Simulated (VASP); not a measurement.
Input of a VASP 6.6.1 run:

Contents of INCAR:

```
SYSTEM = Se
PREC = Accurate
ENCUT = 520
EDIFF = 1E-7
ISMEAR = -1
SIGMA = 0.01
LREAL = .False.
LASPH = .True.
NELM = 100
ALGO = Normal
ISIF = 2
LWAVE = .False.
LCHARG = .True.
GGA = PS
LELF = .True.
LVHAR = .True.
NBANDS = 27
```

File KPOINTS:

```
Automatic mesh
0
Gamma
  6 6 6
  0 0 0
```

The input POSCAR:

```
Se
1.0
    5.6809998619      3.2799267995      1.5058566000
   -5.6809998619      3.2799267995      1.5058566000
    0.0000000000     -6.5598535991      1.5058566000
Se
6
Direct
    0.2806600000      0.1625100000      0.9181800000
    0.9181800000      0.2806600000      0.1625100000
    0.1625100000      0.9181800000      0.2806600000
    0.7193400000      0.8374900000      0.0818200000
    0.0818200000      0.7193400000      0.8374900000
    0.8374900000      0.0818200000      0.7193400000
```

Potentials or basis: VASP PAW PBE potentials, release 64 (Se).

Launch:

```sh
$ cat potpaw_PBE.64/Se/POTCAR > POTCAR
$ mpirun -np 1 vasp_std > vasp.out
```

**Question.** Estimate the band gap on the k mesh.

**Answer.** 1.22 eV (least direct gap 1.45 eV).

**Question.** Estimate the largest force.

**Answer.** 0.266 eV/Å.

**Question.** Estimate the pressure.

**Answer.** -0.4 GPa.

Forces in eV/Å, atoms in the order of the input:
```
Se   0.129  0.222  0.067
Se  -0.257  0.000  0.067
Se   0.128 -0.223  0.067
Se  -0.129 -0.222 -0.067
Se   0.257  0.000 -0.067
Se  -0.128  0.223 -0.067
```

Caveat: the cell differs from its parent crystal (zz strain of +2 %); this functional lacks dispersion, which holds the molecules together, so the pressure and a relaxed volume are unreliable; the PAW data sets were made with another functional, which shifts forces and pressure a little. A k mesh can miss the band edges.
